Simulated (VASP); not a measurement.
Wanted: the native input for a VASP 6.6.1 run.

* Task: single point
* Functional: PBEsol
* Dispersion: D4
* Potentials or basis: VASP PAW PBE potentials, release 64 (Cu, Al)
* Cutoff: 520 eV
* k mesh: 7 × 7 × 9
* Occupations: fermi-dirac, width 0.05 eV
* Spin: no spin polarisation
* Dipole correction: no
* Further INCAR settings: ALGO = Normal; EDIFF = 1e-06; NBANDS = 16

The structure of Al2Cu lies in POSCAR:

```
Al2Cu
1.0
    4.0561886952      0.0000000000      0.0000000000
    0.0000000000      4.0561886952      0.0000000000
    0.0000000000      0.0000000000      2.8283431235
Cu Al
1 2
Direct
    0.0000000000      0.0000000000      0.0000000000
    0.0000000000      0.5000000000      0.5000000000
    0.5000000000      0.0000000000      0.5000000000
```

These files were run (other wordings do the same):

INCAR

```
SYSTEM = Al2Cu
ALGO = Normal
EDIFF = 1E-6
ENCUT = 520
GGA = PS
ISIF = 2
ISMEAR = -1
IVDW = 13
LASPH = .True.
LCHARG = .False.
LREAL = .False.
LWAVE = .False.
NBANDS = 16
NELM = 100
PREC = Accurate
SIGMA = 0.05
```

KPOINTS

```
k-points
0
Gamma
  7 7 9
  0 0 0
```

Potentials or basis: VASP PAW PBE potentials, release 64 (Cu, Al).

Run with:

```bash
$ cat potpaw_PBE.64/Cu/POTCAR potpaw_PBE.64/Al/POTCAR > POTCAR
$ mpirun -np 1 vasp_std > vasp.out
```

It gave:

The pressure is 0.1 GPa. The dispersion energy per atom is -0.224 eV.

Caveat: the PAW data sets were made with another functional, which shifts forces and pressure a little; pairwise dispersion overbinds metals, which lowers pressure and volume.

Run time: 38 s on 1 thread of Intel(R) Xeon(R) Platinum 8175M CPU @ 2.50GHz (Skylake/Cascade Lake) (shared host), peak memory 0.17 GiB.
